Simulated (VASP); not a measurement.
Here is a VASP 6.6.1 calculation.

INCAR

```
ALGO = Normal
EDIFF = 1E-6
ENCUT = 500
GGA = PE
GGA_COMPAT = F
ISIF = 2
ISMEAR = 0
LASPH = T
LCHARG = T
LELF = T
LREAL = F
LVHAR = T
LWAVE = F
NBANDS = 11
NELM = 120
PREC = Accurate
SIGMA = 0.02
```

KPOINTS

```
k-points
0
Gamma
  10 10 10
```

The input POSCAR:

```
BP
1.0
    0.0000000000      2.2512123120      2.2512123120
    2.2512123120      0.0000000000      2.2512123120
    2.2512123120      2.2512123120      0.0000000000
B P
1 1
Direct
    0.0000000000      0.0000000000      0.0000000000
    0.2500000000      0.2500000000      0.2500000000
```

Potentials or basis: VASP PAW PBE potentials, release 64 (B, P).

Launch:

```sh
$ cat potpaw_PBE.64/B/POTCAR potpaw_PBE.64/P/POTCAR > POTCAR
$ mpirun -np 1 vasp_std > vasp.out
```

(1) Predict the band gap on the k mesh.

(2) Predict the pressure.

Results:

(1) 1.21 eV (least direct gap 3.44 eV).

(2) 5.0 GPa.

Caveat: the cell stands under pressure.
